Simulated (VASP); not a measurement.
# Li (P-1) in VASP: electric field gradients with PBEsol

Aim: the electric field gradients of Li with PBEsol.

Program: VASP 6.6.1. These are calculated values, not measurements. Logs are shortened: lines on timing, memory, paths and dates and some standing lists are left out, and cuts for length are marked.

**1. The cell of the first run**

The typed cell holds 2 atoms: a = 3.111 Å, b = 3.098 Å, c = 5.093 Å, α = 89.79°, β = 89.43°, γ = 119.57°.

**2. Electric field gradients, PBEsol (equal xy, yz and zx shear strains of +1 %)**

INCAR

```
  PREC = Accurate
  ENCUT = 520
  EDIFF = 1E-8
  ISMEAR = -1
  SIGMA = 0.08
  LREAL = False
  LASPH = True
  NELM = 100
  ALGO = Normal
  ISIF = 2
  LWAVE = False
  LCHARG = False
  GGA = PS
  LEFG = True
  NBANDS = 10
```

KPOINTS

```
Automatic mesh
0
Gamma
  15 15 8
```

POSCAR

```
Li
1.0
    3.1110021516      0.0155550108      0.0155550108
   -1.5420300413      2.6864293891      0.0056935291
    0.0254650000      0.0254650000      5.0930000000
Li
2
Direct
    0.3333333333      0.6666666667      0.2500000000
    0.6666666667      0.3333333333      0.7500000000
```

Potentials or basis: VASP PAW PBE potentials, release 64 (Li_sv).

Started as:

```
cat potpaw_PBE.64/Li_sv/POTCAR > POTCAR
mpirun -np 1 vasp_std > vasp.out
```

OUTCAR:

```text
PREC = Accurate
   ENCUT = 520
   EDIFF = 1E-8
   ISMEAR = -1
   LREAL = False
   LASPH = True
   NELM = 100
   ISIF = 2
   GGA = PS

 ion  position               nearest neighbor table
   1  0.333  0.667  0.250-
   2  0.667  0.333  0.750-

  LATTYP: Found a triclinic cell.
 ALAT       =     3.1245551172
 B/A-ratio  =     0.9913558883
 C/A-ratio  =     1.6300327990
 COS(alpha) =     0.0036852528
 COS(beta)  =     0.0136346634
 COS(gamma) =     0.5000188430

  Lattice vectors:

 A1 = (   1.5689721103,   2.7019843999,   0.0212485399)
 A2 = (  -1.5420300413,   2.6864293891,   0.0056935291)
 A3 = (   0.0254650000,   0.0254650000,   5.0930000000)

Analysis of symmetry for initial positions (statically):
=====================================================================
 Subroutine PRICEL returns:
 Original cell was already a primitive cell.

 Routine SETGRP: Setting up the symmetry group for a
 triclinic supercell.

 Subroutine GETGRP returns: Found  2 space group operations
 (whereof  2 operations were pure point group operations)
 out of a pool of  2 trial point group operations.

The static configuration has the point symmetry S_2 .

Analysis of symmetry for dynamics (positions and initial velocities):
=====================================================================
 Subroutine PRICEL returns:
 Original cell was already a primitive cell.

 Routine SETGRP: Setting up the symmetry group for a
 triclinic supercell.

 Subroutine GETGRP returns: Found  2 space group operations
 (whereof  2 operations were pure point group operations)
 out of a pool of  2 trial point group operations.

The dynamic configuration has the point symmetry S_2 .

 Subroutine INISYM returns: Found  2 space group operations
 (whereof  2 operations are pure point group operations),
 and found     1 'primitive' translations

----------------------------------------------------------------------------------------

                                     Primitive cell

  volume of cell :      42.6847

  direct lattice vectors                    reciprocal lattice vectors
     3.111002152  0.015555011  0.015555011     0.320532476  0.183993323 -0.002522629
    -1.542030041  2.686429389  0.005693529    -0.001846693  0.371185211 -0.001846693
     0.025465000  0.025465000  5.093000000    -0.000976904 -0.000976904  0.196357698

  length of vectors
     3.111079926  3.097546114  5.093127323     0.369595690  0.371194398  0.196362558

  position of ions in fractional coordinates (direct lattice)
     0.333333333  0.666666667  0.250000000
     0.666666667  0.333333333  0.750000000

  ion indices of the primitive-cell ions
   primitive index   ion index
                 1           1
                 2           2

----------------------------------------------------------------------------------------

 KPOINTS: Automatic mesh

Automatic generation of k-mesh.
 Grid dimensions read from file:
 generate k-points for:   15   15    8

 Generating k-lattice:

  Cartesian coordinates                     Fractional coordinates (reciprocal lattice)
     0.021368832  0.012266222 -0.000168175     0.066666667 -0.000000000 -0.000000000
    -0.000123113  0.024745681 -0.000123113    -0.000000000  0.066666667 -0.000000000
    -0.000122113 -0.000122113  0.024544712     0.000000000 -0.000000000  0.125000000

  Length of vectors
     0.024639713  0.024746293  0.024545320

  Shift w.r.t. Gamma in fractional coordinates (k-lattice)
     0.000000000  0.000000000  0.000000000

 Subroutine IBZKPT returns following result:
 ===========================================

 Found    901 irreducible k-points:

 Following reciprocal coordinates:
            Coordinates               Weight
  0.000000  0.000000  0.000000      1.000000
  0.066667 -0.000000 -0.000000      2.000000
  0.133333 -0.000000 -0.000000      2.000000
  0.200000 -0.000000 -0.000000      2.000000
  0.266667 -0.000000 -0.000000      2.000000
  0.333333 -0.000000  0.000000      2.000000
[... 16 lines left out ...]
 -0.066667  0.066667  0.000000      2.000000
  0.000000  0.133333  0.000000      2.000000
 [... further k-points ...]
   k-points           NKPTS =    901   k-points in BZ     NKDIM =    901   number of bands    NBANDS=     10
   number of dos      NEDOS =    301   number of ions     NIONS =      2
   total plane-waves  NPLWV =  23040
   dimension x,y,z NGX =    24 NGY =   24 NGZ =   40
   dimension x,y,z NGXF=    48 NGYF=   48 NGZF=   80
   ions per type =               2
   NGX,Y,Z   is equivalent  to a cutoff of  12.82, 12.88, 13.06 a.u.
   NGXF,Y,Z  is equivalent  to a cutoff of  25.65, 25.76, 26.11 a.u.
 SYSTEM =  unknown system
   PREC   = accura    normal or accurate (medium, high low for compatibility)
   ISTART =      0    job   : 0-new  1-cont  2-samecut
   ICHARG =      2    charge: 1-file 2-atom 10-const
   ISPIN  =      1    spin polarized calculation?
   LNONCOLLINEAR =      F non collinear calculations
   LSORBIT =      F    spin-orbit coupling
   LASPH  =      T    aspherical Exc in radial PAW
   ENCUT  =  520.0 eV  38.22 Ry    6.18 a.u.   5.78  5.76  9.47*2*pi/ulx,y,z
   NELM   =    100;   NELMIN=  2; NELMDL= -5     # of ELM steps
   EDIFF  = 0.1E-07   stopping-criterion for ELM
   LREAL  =      F    real-space projection
   EDIFFG = 0.1E-06   stopping-criterion for IOM
   NSW    =      0    number of steps for IOM
   IBRION =     -1    ionic relax: 0-MD 1-quasi-New 2-CG
   NFREE  =      0    steps in history (QN), initial steepest desc. (CG)
   ISIF   =      2    stress and relaxation
   ISYM   =      2    0-nonsym 1-usesym 2-fastsym
   POTIM  = 0.5000    time-step for ionic-motion
   TEBEG  =    0.0;   TEEND  =   0.0 temperature during run
   PSTRESS=    0.0 pullay stress
   NELECT =       6.0000    total number of electrons
   NUPDOWN=      -1.0000    fix difference up-down
   EMIN   =  10.00;   EMAX   =-10.00  energy-range for DOS
   EFERMI =   0.00;   METHOD = LEGACY
   ISMEAR =    -1;   SIGMA  =   0.08  broadening in eV -4-tet -1-fermi 0-gaus
   EFERMI_NEDOS =   21; number of points for ismear=-14 and -15
   IALGO  =     38    algorithm
   IMIX   =      4    mixing-type and parameters
     AMIX     =   0.40;   BMIX     =  1.00
     AMIX_MAG =   1.60;   BMIX_MAG =  1.00
  volume/ion in A,a.u.               =      21.34       144.03
  Fermi-wavevector in a.u.,A,eV,Ry     =   0.851206  1.608545  9.858112  0.724551
  Thomas-Fermi vector in A             =   1.967302
   LORBIT       =      0    0 simple, 1 ext, 2 COOP (PROOUT), +10 PAW based schemes
   GGA     = PS    functional components
   LHFCALC =     F    Hartree Fock is set to
   AEXX    =    0.0000 exact exchange contribution
   IVDW    =     0    specifies the selected vdW correction
   LEPSILON=     F    determine dielectric tensor
   LRPA    =     F    only Hartree local field effects (RPA)
 non-spin polarized calculation
  energy-cutoff  :      520.00
  volume of cell :       42.68
 maximum number of plane-waves:      1176
   NGX = 11   NGY = 11   NGZ = 19

 number of electron       5.9999992 magnetization

 Free energy of the ion-electron system (eV)
  ---------------------------------------------------
  ext. energy  EPLUGINS =         0.00000000
  ---------------------------------------------------
  free energy    TOTEN  =        -3.93972738 eV

  energy without entropy =       -3.91818406  energy(sigma->0) =       -3.92895572

 E-fermi :   0.4878     XC(G=0):  -6.8930

 val. band max:        0.4862927478   @ k =   0.0667   0.4667  -0.0000
 cond. band min:       0.4881040766   @ k =   0.1333   0.4667   0.0000
 fundamental gap:      0.0018113288
 Fermi energy:         0.4878454566

 k-point     1 :       0.0000    0.0000    0.0000
  band No.  band energies     occupation
      1     -45.5145      2.00000
      2     -45.4992      2.00000
      3      -3.0005      2.00000
      4       0.4787      1.05697
      5       3.2374      0.00000
      6      12.4770      0.00000
      7      12.6196      0.00000
      8      13.8186      0.00000
      9      13.9751      0.00000
     10      14.4274      0.00000
[... 287 lines left out ...]
 k-point    24 :       0.0000    0.1333    0.0000
  band No.  band energies     occupation
      1     -45.5123      2.00000
      2     -45.4982      2.00000
      3      -2.7230      2.00000
      4       0.8395      0.02436
      5       3.3482      0.00000
      6      10.2403      0.00000
      7      11.1691      0.00000
      8      13.7579      0.00000
      9      13.9898      0.00000
     10      14.3408      0.00000

 [... further k-points ...]

------------------------ aborting loop because EDIFF is reached ----------------------------------------

  FORCE on cell =-STRESS in cart. coord.  units (eV):
  Direction    XX          YY          ZZ          XY          YZ          ZX
  --------------------------------------------------------------------------------------
  -------------------------------------------------------------------------------------
  Total       -0.2006725     -0.1993932     -0.2018156     -0.0153016     -0.0147023     -0.0147914
  in kB       -7.5322719     -7.4842539     -7.5751771     -0.5743486     -0.5518528     -0.5551975
  external PRESSURE =      -7.5305677 kB  Pullay stress =       0.0000000 kB

 VOLUME and BASIS-vectors are now :
 -----------------------------------------------------------------------------
  energy-cutoff  :      520.00
  volume of cell :       42.68
      direct lattice vectors                 reciprocal lattice vectors
     3.111002152  0.015555011  0.015555011     0.320532476  0.183993323 -0.002522629
    -1.542030041  2.686429389  0.005693529    -0.001846693  0.371185211 -0.001846693
     0.025465000  0.025465000  5.093000000    -0.000976904 -0.000976904  0.196357698

 POSITION                                       TOTAL-FORCE (eV/Angst)
 -----------------------------------------------------------------------------------
      0.01535      1.80250      1.28223        -0.003484     -0.000018      0.000177
      1.57909      0.92495      3.83202         0.003484      0.000018     -0.000177
 -----------------------------------------------------------------------------------
    total drift:                               -0.000000      0.000000     -0.000000

  FREE ENERGIE OF THE ION-ELECTRON SYSTEM (eV)
  ---------------------------------------------------
  free  energy   TOTEN  =        -3.9397273765 eV

  energy  without entropy=       -3.9181840569  energy(sigma->0) =       -3.92895572

 Electric field gradients (V/A^2)
---------------------------------------------------------------------
 ion       V_xx      V_yy      V_zz      V_xy      V_xz      V_yz
---------------------------------------------------------------------
   1       0.004     0.005    -0.009    -0.029    -0.011    -0.011
   2       0.004     0.005    -0.009    -0.029    -0.011    -0.011
---------------------------------------------------------------------

 Electric field gradients after diagonalization (V/A^2)
 (convention: |V_zz| > |V_xx| > |V_yy|)
----------------------------------------------------------------------
 ion       V_xx      V_yy      V_zz     asymmetry (V_yy - V_xx)/ V_zz
----------------------------------------------------------------------
   1       0.034     0.001    -0.034       0.950
   2       0.034     0.001    -0.034       0.950
----------------------------------------------------------------------

           NMR quadrupolar parameters

 Cq : quadrupolar parameter    Cq=e*Q*V_zz/h
 eta: asymmetry parameters     (V_yy - V_xx)/ V_zz
 Q  : nuclear electric quadrupole moment in mb (millibarn)
----------------------------------------------------------------------
 ion       Cq(MHz)       eta       Q (mb)
----------------------------------------------------------------------
   1      -0.000       0.950       1.000
   2      -0.000       0.950       1.000
----------------------------------------------------------------------
```

It took 4.7 min on 1 thread of AMD EPYC 7R13, shared host; peak memory 0.35 GiB.

Results:

* Free energy: -3.9397 eV
* Largest force: 0.003 eV/Å
* Band gap on the k mesh: zero (bands 3 and 4 overlap by 4.48 eV)
* Largest electric field gradient by atom: zero within the noise of the run

Forces in eV/Å, atoms in the order of the input:
```
Li  -0.003  0.000  0.000
Li   0.003  0.000  0.000
```

Caveat: the cell differs from its parent crystal (equal xy, yz and zx shear strains of +1 %); the cutoff is under 1.25 times the usual one of these potentials, so pressure, stress and relaxed cells hold a basis-set (Pulay) error; the PAW data sets were made with another functional, which shifts forces and pressure a little.
